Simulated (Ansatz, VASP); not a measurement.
# Two plane-wave programs on ZrGe4Mo

```
Zr Ge Mo
1.0
     0.00000    3.77532    3.77532
     3.77532    0.00000    3.77532
     3.77532    3.77532    0.00000
Zr Ge Mo
1 4 1
Direct
  0.00000 0.00000 0.00000
  0.37503 0.37503 0.87491
  0.37503 0.87491 0.37503
  0.37503 0.37503 0.37503
  0.87491 0.37503 0.37503
  0.75000 0.75000 0.75000
```

Change from the starting cell: species swapped into the ZrZnNi4 type (F-43m, No. 216).

Alike in both runs: functional PBE; k mesh 4 × 4 × 4; occupations gaussian, width 0.1 eV; no spin polarisation.

Ansatz relaxed the structure, and its values are those at the end. VASP's run is a single point on that final structure, the one shown.

|  | VASP | Ansatz |
| --- | --- | --- |
| version | VASP 6.6.1 | Ansatz 0.2.0 |
| potentials or method | VASP PAW PBE potentials, release 64 (Zr_sv, Ge_d, Mo_sv), cutoff 520 eV | scalar-relativistic, plane waves, PAW |
| valence electrons in the cell | 82 | 82 |

Ansatz gave:

```
gap on the k mesh at the Fermi level (eV) : none
pressure (GPa)                            : -0.1
```

Task: What did VASP give for the same quantities?

Result: gap on the k mesh at the Fermi level (eV): none; pressure (GPa): 0.1.

A gap of «none» marks a metal or a gap that the smearing closes.

The k mesh is coarse, so the values compare programs but aren't converged.
